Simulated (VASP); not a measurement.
Ag: single point with BLYP

Ag:

```xyz
1
Lattice="0.0000 2.2109 2.2109 2.2109 0.0000 2.2109 2.2109 2.2109 0.0000" Properties=species:S:1:pos:R:3 pbc="T T T"
Ag    0.0000    0.0000    0.0000
```

This cell differs from its parent crystal: volume scaled by 1.12.

```
Program             : VASP 6.6.1
Task                : single point
Functional          : BLYP
Potentials or basis : VASP PAW PBE potentials, release 64 (Ag)
Cutoff              : 520 eV
k mesh              : 21 × 21 × 21
Occupations         : fermi-dirac, width 0.1 eV
Spin                : no spin polarisation
```

```json
{
  "Pressure": "-5.5 GPa"
}
```

Levels at points of the mesh, in eV from the Fermi level:
```csv
k point,band 4,band 5,band 6,band 7,band 8,band 9
"(0.00, 0.00, 0.00)",-4.26,-3.59,-3.59,15.56,17.41,17.41
```

It took 41 s on 1 thread of Intel(R) Xeon(R) Platinum 8488C (Sapphire Rapids) (shared host), peak memory 0.19 GiB.

Caveat: the PAW data sets were made with another functional, which shifts forces and pressure a little.
